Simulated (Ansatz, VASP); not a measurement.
Si2C in VASP and in Ansatz

```
CELL_PARAMETERS angstrom
3.10362 0.00000 0.00000
-1.55181 2.68781 0.00000
0.00000 0.00000 9.89257
ATOMIC_POSITIONS crystal
Si 0.33333 0.66667 0.39396
Si 0.33333 0.66667 0.82830
Si 0.66667 0.33333 0.17170
Si 0.66667 0.33333 0.60604
C 0.33333 0.66667 0.15382
C 0.66667 0.33333 0.84618
```

Alike in both runs: functional PBE; k mesh 6 × 6 × 2; occupations gaussian, width 0.1 eV; no spin polarisation.

Ansatz relaxed the structure, and its values are those at the end. VASP's run is a single point on that final structure, the one shown.

```csv
,VASP,Ansatz
version,VASP 6.6.1,Ansatz 0.2.0
potentials or method,"VASP PAW PBE potentials, release 64 (Si, C), cutoff 520 eV","scalar-relativistic, plane waves, PAW"
valence electrons in the cell,24,24
```

```csv
,VASP,Ansatz,Ansatz less VASP
gap on the k mesh at the Fermi level (eV),none,none,-
pressure (GPa),-0.3,-0.2,+0.07
rms of the force components (eV/Å),0.006,0.004,-0.0012
```

A gap of «none» marks a metal or a gap that the smearing closes. The functional is the same, so the differences come from potentials, cutoffs and numerics.

The k mesh is coarse, so the values compare programs but aren't converged.
